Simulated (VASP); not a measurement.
Here is a VASP 6.6.1 calculation.

Contents of INCAR:

```
ALGO = Fast ; EDIFF = 1E-7
EDIFFG = -0.04 ; ENCUT = 600
GGA = PE ; IBRION = 2
ISIF = 3 ; ISMEAR = 0
LASPH = True ; LCHARG = False
LREAL = False ; LWAVE = False
NELM = 60 ; NSW = 90
PREC = Accurate ; SIGMA = 0.1
```

KPOINTS

```
k-points
0
Gamma
  6 6 1
```

The input POSCAR:

```
Na
1.0
    3.3387137500      0.0000000000      0.0000000000
   -1.6693568800      2.8914109300      0.0000000000
    0.0000000000      0.0000000000     20.7796913300
Na
8
Direct
    0.3333333300      0.6666666700      0.7500000000
    0.6666666700      0.3333333300      0.8750000000
    0.0000000000      0.0000000000      0.0000000000
    0.3333333300      0.6666666700      0.1250000000
    0.6666666700      0.3333333300      0.2500000000
    0.3333333300      0.6666666700      0.3750000000
    0.0000000000      0.0000000000      0.5000000000
    0.6666666700      0.3333333300      0.6250000000
```

Potentials or basis: VASP PAW PBE potentials, release 64 (Na_pv).

The run is started by

```console
$ cat potpaw_PBE.64/Na_pv/POTCAR > POTCAR
$ mpirun -np 1 vasp_std > vasp.out
```

Estimate the band gap on the k mesh.

zero (bands 28 and 29 overlap by 3.66 eV).

Estimate the relaxed cell.

a = 3.761 Å, b = 3.761 Å, c = 23.666 Å, α = 90.00°, β = 90.00°, γ = 120.00°.

Estimate the relaxed volume.

36.23 Å³/atom.

Predict the space group after relaxing (to 0.1 Å).

P6_3/mmc (No. 194).

Final structure:
```xyz
8
Lattice="3.7608 0.0000 0.0000 -1.8804 3.2570 0.0000 0.0000 0.0000 23.6655" Properties=species:S:1:pos:R:3 pbc="T T T"
Na    0.0000    2.1713   17.7491
Na    1.8804    1.0857   20.7075
Na    0.0000    0.0000    0.0000
Na    0.0000    2.1713    2.9580
Na    1.8804    1.0857    5.9164
Na    0.0000    2.1713    8.8747
Na    0.0000    0.0000   11.8328
Na    1.8804    1.0857   14.7908
```

Caveat: the k points lie up to 0.32 Å⁻¹ apart in the final cell, too coarse for converged energies and pressures of a metal; the volume moved by over 15 % at a fixed basis, so the end points are rough.
